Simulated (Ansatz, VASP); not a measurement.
## One calculation of Pb, two programs

File INCAR:

```
PREC = Accurate
ENCUT = 520
EDIFF = 1E-8
ISMEAR = -1
SIGMA = 0.05
LREAL = False
LASPH = True
NELM = 60
ALGO = Normal
ISIF = 2
LWAVE = False
LCHARG = False
GGA = CA
LEFG = True
NBANDS = 21
```

The input KPOINTS:

```
regular mesh
0
Gamma
  8 8 8
```

File POSCAR:

```
Pb
1.0
   -0.0687800011      3.4046100549      3.4046100549
    3.4046100549     -0.0687800011      3.4046100549
    3.4046100549      3.4046100549     -0.0687800011
Pb
2
Direct
    0.0000000000      0.0000000000      0.0000000000
    0.2500000000      0.2500000000      0.2500000000
```

Input for Ansatz:

```yaml
crystal:
  lattice:
    - [-0.0687800011, 3.4046100549, 3.4046100549]
    - [3.4046100549, -0.0687800011, 3.4046100549]
    - [3.4046100549, 3.4046100549, -0.0687800011]
  atoms:
    - { symbol: Pb, position: [0.0, 0.0, 0.0] }
    - { symbol: Pb, position: [0.25, 0.25, 0.25] }
kpoints:
  mp_grid: { grid: [8, 8, 8] }
scf:
  occupations: { method: fermi_dirac, width: 0.05 }
hamiltonian:
  xc: lda
  pseudopotentials: { kind: all_electron, datasets: crystal }
output:
  forces: true
  stress: true
  eigenvalues: true
  efg: { contact_densities: true }
```

Change from the starting cell: equal xy, yz and zx shear strains of -2 %, crystal datasets.

Alike in both runs: task electric field gradients; functional LDA; k mesh 8 × 8 × 8; occupations fermi-dirac, width 0.05 eV; no spin polarisation.

```csv
,VASP,Ansatz
version,VASP 6.6.1,Ansatz 0.2.0
potentials or method,"VASP PAW LDA potentials, release 64 (Pb_d), cutoff 520 eV","all-electron PAW with datasets made for the crystal, scalar-relativistic"
```

|  | VASP | Ansatz | Ansatz less VASP |
| --- | --- | --- | --- |
| pressure (GPa) | -0.7 | -0.7 | -0.02 |
| traceless stress, the component that is largest in VASP (GPa) | 0.72 | 0.71 | -0.008 |
| rms of the force components (eV/Å) | 0.140 | 0.138 | -0.0018 |
| size of Vzz on the site where it differs most (V/Å²) | 55.4 | 53.9 | -1.50 |

LDA's correlation is that of Perdew and Zunger in VASP and of Perdew and Wang (1992) in Ansatz. Atom by atom the forces differ by 0.002 eV/Å (rms over components). Ansatz ran all-electron here, and VASP with PAW potentials.

Spin-orbit coupling is off throughout.
